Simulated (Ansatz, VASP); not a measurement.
**One calculation of CdSe, two programs**

POSCAR

```
CdSe
1.0
    4.2984999142      0.0000000000      0.0000000000
   -2.1492499571      3.7226101239      0.0000000000
    0.0000000000      0.0000000000      7.1905800000
Cd Se
2 2
Direct
    0.6666666667      0.3333333333      0.0000000000
    0.3333333333      0.6666666667      0.5000000000
    0.6666666667      0.3333333333      0.3750000000
    0.3333333333      0.6666666667      0.8750000000
```

File INCAR.step1:

```
ALGO = Normal
EDIFF = 1E-4
ENCUT = 520
GGA = PE
ISMEAR = 0
LASPH = True
LCHARG = False
LREAL = False
LWAVE = True
NBANDS = 26
NELM = 80
PREC = Accurate
SIGMA = 0.05
```

Contents of INCAR.step2:

```
ALGO = Normal
EDIFF = 1E-6
ENCUT = 520
ISIF = 2
ISMEAR = 0
ISTART = 1
LASPH = True
LCHARG = False
LMIXTAU = True
LREAL = False
LWAVE = False
METAGGA = R2SCAN
NBANDS = 26
NELM = 80
PREC = Accurate
SIGMA = 0.05
```

File KPOINTS:

```
k-points
0
Gamma
  6 6 4
```

Input for Ansatz:

```yaml
crystal:
  lattice:
    - [4.2984999142, 0.0, 0.0]
    - [-2.1492499571, 3.7226101239, 0.0]
    - [0.0, 0.0, 7.19058]
  atoms:
    - { symbol: Cd, position: [0.6666666667, 0.3333333333, 0.0] }
    - { symbol: Cd, position: [0.3333333333, 0.6666666667, 0.5] }
    - { symbol: Se, position: [0.6666666667, 0.3333333333, 0.375] }
    - { symbol: Se, position: [0.3333333333, 0.6666666667, 0.875] }
basis:
  ecutwfc: 500
kpoints:
  mp_grid: { grid: [6, 6, 4] }
hamiltonian:
  xc: r2scan
scf:
  occupations: { method: gaussian, width: 0.05 }
output:
  forces: true
  stress: true
  eigenvalues: true
```

Change from the starting cell: strain +0.000 along x and y, +0.025 along z, atoms carried along.

Alike in both runs: task single point; functional r2SCAN; k mesh 6 × 6 × 4; occupations gaussian, width 0.05 eV; no spin polarisation.

```csv
,VASP,Ansatz
version,VASP 6.6.1,Ansatz 0.2.0
potentials or method,"VASP PAW PBE potentials, release 64 (Cd, Se), cutoff 520 eV","scalar-relativistic, plane waves, PAW"
valence electrons in the cell,36,72
```

Ansatz gave:

| Item | Value |
| --- | --- |
| gap on the k mesh at the Fermi level (eV) | 1.07 |
| least direct gap on the mesh (eV) | 1.07 |
| pressure (GPa) | 0.2 |
| traceless stress, the component that is largest in VASP (GPa) | -1.34 |
| rms of the force components (eV/Å) | 0.079 |

Problem. Which values does VASP return?

Solution. gap on the k mesh at the Fermi level (eV): 1.06; least direct gap on the mesh (eV): 1.06; pressure (GPa): 0.5; traceless stress, the component that is largest in VASP (GPa): -1.37; rms of the force components (eV/Å): 0.082.

VASP's potentials were made for PBE, not for r2SCAN. Atom by atom the forces differ by 0.003 eV/Å (rms over components). VASP's potentials hold 36 valence electrons a cell and Ansatz's 72, so a difference there can come from the potentials and not from the codes.
